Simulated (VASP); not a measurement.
Set up this calculation in VASP 6.6.1, as the native input.

```yaml
Task: single point
Functional: LDA
Potentials_or_basis: VASP PAW LDA potentials, release 64 (Bi_d)
Cutoff: 520 eV
k_mesh: 7 × 7 × 7
Occupations: fermi-dirac, width 0.1 eV
Spin: no spin polarisation
Dipole_correction: no
Further_INCAR_settings: ALGO = Normal; EDIFF = 1e-06; NBANDS = 14
```

The structure of Bi lies in POSCAR:

```
Bi
1.0
   -2.3512520000      2.3512520000      5.2830860000
    2.3512520000     -2.3512520000      5.2830860000
    2.3512520000      2.3512520000     -5.2830860000
Bi
1
Direct
    0.0000000000      0.0000000000      0.0000000000
```

These files were run (other wordings do the same):

INCAR

```
PREC = Accurate
ENCUT = 520
EDIFF = 1E-6
ISMEAR = -1
SIGMA = 0.1
LREAL = F
LASPH = T
NELM = 60
ALGO = Normal
ISIF = 2
LWAVE = F
LCHARG = T
LELF = T
LVHAR = T
NBANDS = 14
```

KPOINTS

```
Automatic mesh
0
Gamma
  7 7 7
```

Potentials or basis: VASP PAW LDA potentials, release 64 (Bi_d).

The run is started by

```bash
$ cat potpaw_LDA.64/Bi_d/POTCAR > POTCAR
$ mpirun -np 1 vasp_std > vasp.out
```

It gave:

```json
{"Pressure": "-2.8 GPa"}
```

It took 56 s on 1 thread of Intel(R) Xeon(R) Platinum 8488C (Sapphire Rapids), with other jobs on the host, peak memory 0.26 GiB.
